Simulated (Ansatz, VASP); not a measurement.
Te in VASP and in Ansatz

```xyz
3
Lattice="4.5303 0.0000 0.0000 -2.2651 3.9233 0.0000 0.0000 0.0000 5.9374" Properties=species:S:1:pos:R:3 pbc="T T T"
Te   -1.0492    3.9233    1.9791
Te   -0.6080    1.0530    3.9583
Te    1.6572    2.8703    0.0000
```

Alike in both runs: task single point; functional PBE; k mesh 8 × 8 × 6; occupations fermi-dirac, width 0.05 eV; no spin polarisation.

|  | VASP | Ansatz |
| --- | --- | --- |
| version | VASP 6.6.1 | Ansatz 0.2.0 |
| potentials or method | VASP PAW PBE potentials, release 64 (Te), cutoff 520 eV | plane waves (500 eV) with PAW, scalar-relativistic |
| valence electrons in the cell | 18 | 48 |

```csv
,VASP,Ansatz,Ansatz less VASP
pressure (GPa),0.0,0.0,0.00
"traceless stress, the component that is largest in VASP (GPa)",0.09,0.08,-0.011
```

VASP's potentials hold 18 valence electrons a cell and Ansatz's 48, so a difference there can come from the potentials and not from the codes.

Spin-orbit coupling is off throughout.
